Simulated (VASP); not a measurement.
Write the native input for VASP 6.6.1 that does the following.

```yaml
Task: single point
Functional: PBE
Potentials_or_basis: VASP PAW PBE potentials, release 64 (Ge_d)
Cutoff: 520 eV
k_mesh: 11 × 11 × 11
Occupations: fermi-dirac, width 0.05 eV
Spin: no spin polarisation
Dipole_correction: no
Further_INCAR_settings: ALGO = Normal; EDIFF = 1e-07; NBANDS = 21
```

The structure of Ge lies in POSCAR:

```
Ge
1.0
   -2.6148954659      2.6148954659      1.4133070896
    2.6148954659     -2.6148954659      1.4133070896
    2.6148954659      2.6148954659     -1.4133070896
Ge
2
Direct
    0.5000000000      0.5000000000      0.0000000000
    0.2500000000      0.7500000000      0.5000000000
```

One way to write it, as run:

INCAR

```
PREC     = Accurate       # precision mode
ENCUT    = 520            # plane-wave cutoff, eV
EDIFF    = 1E-7           # SCF threshold, eV
ISMEAR   = -1             # smearing method
SIGMA    = 0.05           # smearing width, eV
LREAL    = False          # projectors in reciprocal space
LASPH    = True           # aspherical terms in the spheres
NELM     = 100            # most SCF steps
ALGO     = Normal         # electronic algorithm
ISIF     = 2              # what is computed and relaxed
LWAVE    = False          # write WAVECAR
LCHARG   = False          # write CHGCAR
GGA      = PE             # functional
NBANDS   = 21             # bands
```

KPOINTS

```
regular mesh
0
Gamma
  11 11 11
```

Potentials or basis: VASP PAW PBE potentials, release 64 (Ge_d).

Run with:

```console
$ cat potpaw_PBE.64/Ge_d/POTCAR > POTCAR
$ mpirun -np 1 vasp_std > vasp.out
```

Results of the run:

* Pressure: 0.0 GPa
* Band gap on the k mesh: zero (band 14 reaches 7.91 eV, above the bottom of band 15 at 3.53 eV)

It took 54 s on 1 thread of AMD EPYC 9R45 96-Core Processor (Zen 5) (shared host), peak memory 0.19 GiB.
